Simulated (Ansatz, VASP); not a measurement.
## One calculation of Fe4Si, two programs

```
CELL_PARAMETERS angstrom
0.00000 3.15033 3.15033
3.15033 0.00000 3.15033
3.15033 3.15033 0.00000
ATOMIC_POSITIONS crystal
Fe 0.39043 0.39043 0.39043
Fe 0.39043 0.39043 0.82871
Fe 0.39043 0.82871 0.39043
Fe 0.82871 0.39043 0.39043
Si 0.75000 0.75000 0.75000
```

Alike in both runs: task single point; functional PBE; k mesh 6 × 6 × 6; occupations gaussian, width 0.1 eV; collinear spin.

|  | VASP | Ansatz |
| --- | --- | --- |
| version | VASP 6.6.1 | Ansatz 0.2.0 |
| potentials or method | VASP PAW PBE potentials, release 64 (Fe, Si), cutoff 520 eV | scalar-relativistic, plane waves, PAW |
| valence electrons in the cell | 36 | 68 |

Ansatz gave:

```
gap on the k mesh at the Fermi level (eV)                     : none
rms of the force components (eV/Å)                            : 6.044
net moment per atom (μB)                                      : 1.08
size of the moment on the site where the two differ most (μB) : 1.29
```

Q: Which values does VASP return?

A: gap on the k mesh at the Fermi level (eV): none; rms of the force components (eV/Å): 6.005; net moment per atom (μB): 1.12; size of the moment on the site where the two differ most (μB): 1.40.

Site moments also hang on the region over which each program counts them. Atom by atom the forces differ by 0.039 eV/Å (rms over components). A gap of «none» marks a metal or a gap that the smearing closes. With one functional, cell and mesh, what is left measures potentials, basis and numerics. VASP's potentials hold 36 valence electrons a cell and Ansatz's 68, so a difference there can come from the potentials and not from the codes. Ansatz's warnings: seeded moment not kept.
